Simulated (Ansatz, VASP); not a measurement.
## Ga: VASP beside Ansatz

```
Ga
1.0
    -1.65328    1.65328    1.65328
     1.65328   -1.65328    1.65328
     1.65328    1.65328   -1.65328
Ga
1
Direct
  0.00000 0.00000 0.00000
```

Alike in both runs: task single point; functional LDA; k mesh 15 × 15 × 15; occupations fermi-dirac, width 0.1 eV; no spin polarisation.

|  | VASP | Ansatz |
| --- | --- | --- |
| version | VASP 6.6.1 | Ansatz 0.2.0 |
| potentials or method | VASP PAW LDA potentials, release 64 (Ga_d), cutoff 520 eV | plane waves (420 eV) with PAW, scalar-relativistic |
| valence electrons in the cell | 13 | 13 |

|  | VASP | Ansatz | Ansatz less VASP |
| --- | --- | --- | --- |
| pressure (GPa) | -2.3 | -2.4 | -0.10 |

Ansatz warns that its potentials were made for another functional, while VASP's fit it. LDA's correlation is that of Perdew and Zunger in VASP and of Perdew and Wang (1992) in Ansatz.
